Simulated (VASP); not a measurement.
Wanted: the native input for a VASP 6.6.1 run.

- Task: single point
- Functional: BLYP
- Potentials or basis: VASP PAW PBE potentials, release 64 (C)
- Cutoff: 520 eV
- k mesh: 13 × 13 × 13
- Occupations: fermi-dirac, width 0.05 eV
- Spin: no spin polarisation
- Dipole correction: no
- Further INCAR settings: ALGO = Normal; EDIFF = 1e-06; NBANDS = 11

The structure of C lies in POSCAR:

```
C
1.0
    0.0000000000      1.7744172339      1.7744172339
    1.7744172339      0.0000000000      1.7744172339
    1.7744172339      1.7744172339      0.0000000000
C
2
Direct
    0.5000000000      0.5000000000      0.5000000000
    0.7500000000      0.7500000000      0.7500000000
```

This cell differs from its parent crystal: volume scaled by 0.96.

One way to write it, as run:

INCAR

```
SYSTEM = C
PREC     = Accurate       ! precision mode
ENCUT    = 520            ! plane-wave cutoff, eV
EDIFF    = 1E-6           ! SCF threshold, eV
ISMEAR   = -1             ! smearing method
SIGMA    = 0.05           ! smearing width, eV
LREAL    = .False.        ! projectors in reciprocal space
LASPH    = .True.         ! aspherical terms in the spheres
NELM     = 60             ! most SCF steps
ALGO     = Normal         ! electronic algorithm
ISIF     = 2              ! what is computed and relaxed
LWAVE    = .False.        ! write WAVECAR
LCHARG   = .True.         ! write CHGCAR
GGA      = B5             ! functional
ALDAX    = 1.0          
AGGAX    = 1.0          
AGGAC    = 1.0          
ALDAC    = 0.0          
LELF     = .True.         ! ELF
LVHAR    = .True.       
NBANDS   = 11             ! bands
```

KPOINTS

```
Automatic mesh
0
Gamma
  13 13 13
  0 0 0
```

Potentials or basis: VASP PAW PBE potentials, release 64 (C).

The run is started by

```console
$ cat potpaw_PBE.64/C/POTCAR > POTCAR
$ mpirun -np 1 vasp_std > vasp.out
```

It gave:

- Pressure: 18.7 GPa
- Band gap on the k mesh: 4.51 eV, indirect (least direct gap 5.79 eV)

Caveat: the PAW data sets were made with another functional, which shifts forces and pressure a little.

It took 9.6 s on 1 thread of AMD EPYC 7R13 Processor (Zen 3) (shared host), peak memory 0.09 GiB.
